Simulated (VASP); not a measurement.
A run of VASP 6.6.1:

Contents of INCAR:

```
  PREC = Accurate
  ENCUT = 520
  EDIFF = 1E-6
  ISMEAR = -1
  SIGMA = 0.05
  LREAL = False
  LASPH = True
  NELM = 100
  ALGO = Normal
  ISIF = 2
  LWAVE = False
  LCHARG = True
  GGA = PE
  LELF = True
  LVHAR = True
  NBANDS = 20
```

KPOINTS

```
Automatic mesh
0
Gamma
  12 12 7
```

The input POSCAR:

```
Te2Mo
1.0
    3.5090815790      0.0000000000      0.0000000000
   -1.7545407895      3.0389537914      0.0000000000
    0.0000000000      0.0000000000      7.9013555158
Mo Te
1 2
Direct
    0.0000000000      0.0000000000      0.0000000000
    0.3333333333      0.6666666667      0.2353884260
    0.6666666667      0.3333333333      0.7646115740
```

Potentials or basis: VASP PAW PBE potentials, release 64 (Mo_sv, Te).

Run with:

```sh
$ cat potpaw_PBE.64/Mo_sv/POTCAR potpaw_PBE.64/Te/POTCAR > POTCAR
$ mpirun -np 1 vasp_std > vasp.out
```

Hardware: 1 thread of Intel(R) Xeon(R) Platinum 8488C (Sapphire Rapids), with other jobs on the host.

Task: How long does it take, and how much memory?

Result: Run time: 2.1 min on 1 thread of Intel(R) Xeon(R) Platinum 8488C (Sapphire Rapids), on a shared host, peak memory 0.33 GiB. Counts: scf iterations 14, k points 112.
